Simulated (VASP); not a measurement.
Here is a VASP 6.6.1 calculation.

Contents of INCAR:

```
SYSTEM = PtS2
  ALGO = Normal
  EDIFF = 1E-6
  ENCUT = 500
  GGA = PE
  GGA_COMPAT = .FALSE.
  ISIF = 2
  ISMEAR = 0
  LASPH = .TRUE.
  LCHARG = .TRUE.
  LELF = .TRUE.
  LREAL = .FALSE.
  LVHAR = .TRUE.
  LWAVE = .FALSE.
  NBANDS = 18
  NELM = 120
  PREC = Accurate
  SIGMA = 0.1
```

The input KPOINTS:

```
k-points
0
G
  6 6 4
  0 0 0
```

File POSCAR:

```
PtS2
1.0
    3.5487422900      0.0000000000      0.0000000000
   -1.7743711500      3.0733008400      0.0000000000
    0.0000000000      0.0000000000      5.5970664000
Pt S
1 2
Direct
    0.0000000000      0.0000000000      0.0000000000
    0.6666666900      0.3333333400      0.7796640400
    0.3333333400      0.6666666900      0.2203359500
```

Potentials or basis: VASP PAW PBE potentials, release 64 (Pt, S).

Run with:

```sh
$ cat potpaw_PBE.64/Pt/POTCAR potpaw_PBE.64/S/POTCAR > POTCAR
$ mpirun -np 1 vasp_std > vasp.out
```

Question: What does it give for the largest force?

Answer: 0.032 eV/Å.

Question: What does it give for the band gap on the k mesh?

Answer: 1.33 eV (least direct gap 1.64 eV).

Question: What does it give for the pressure?

Answer: 1.9 GPa.

Stress tensor (GPa, compression positive):
```
2.29 0.00 0.00
0.00 2.29 0.00
0.00 0.00 1.04
```

Caveat: spin-orbit coupling is left out, which moves the levels of the heavy elements; this functional lacks dispersion, which binds layers or chains, so the pressure and a relaxed spacing across them are unreliable. A k mesh can miss the band edges.
